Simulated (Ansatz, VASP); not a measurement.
## Two plane-wave programs on Al3HgF4

```
Al Hg F
1.0
    -3.15159    3.15159    3.15159
     3.15159   -3.15159    3.15159
     3.15159    3.15159   -3.15159
Al Hg F
3 1 4
Cartesian
  3.1516 0.0000 0.0000
  0.0000 3.1516 0.0000
  0.0000 0.0000 3.1516
  0.0000 0.0000 0.0000
  1.5758 1.5758 1.5758
  1.5758 1.5758 -1.5758
  1.5758 -1.5758 1.5758
  -1.5758 1.5758 1.5758
```

Alike in both runs: functional PBE; k mesh 8 × 8 × 8; occupations gaussian, width 0.1 eV; no spin polarisation.

Ansatz relaxed the structure, and its values are those at the end. VASP's run is a single point on that final structure, the one shown.

```csv
,VASP,Ansatz
version,VASP 6.6.1,Ansatz 0.2.0
potentials or method,"VASP PAW PBE potentials, release 64 (Al, Hg, F), cutoff 520 eV","scalar-relativistic, plane waves, PAW"
valence electrons in the cell,49,57
```

```tsv
	VASP	Ansatz	Ansatz less VASP
gap on the k mesh at the Fermi level (eV)	none	none	-
pressure (GPa)	-0.1	0.0	+0.11
```

A gap of «none» marks a metal or a gap that the smearing closes. With one functional, cell and mesh, what is left measures potentials, basis and numerics. VASP's potentials hold 49 valence electrons a cell and Ansatz's 57, so a difference there can come from the potentials and not from the codes.

Neither program's run includes spin-orbit coupling.
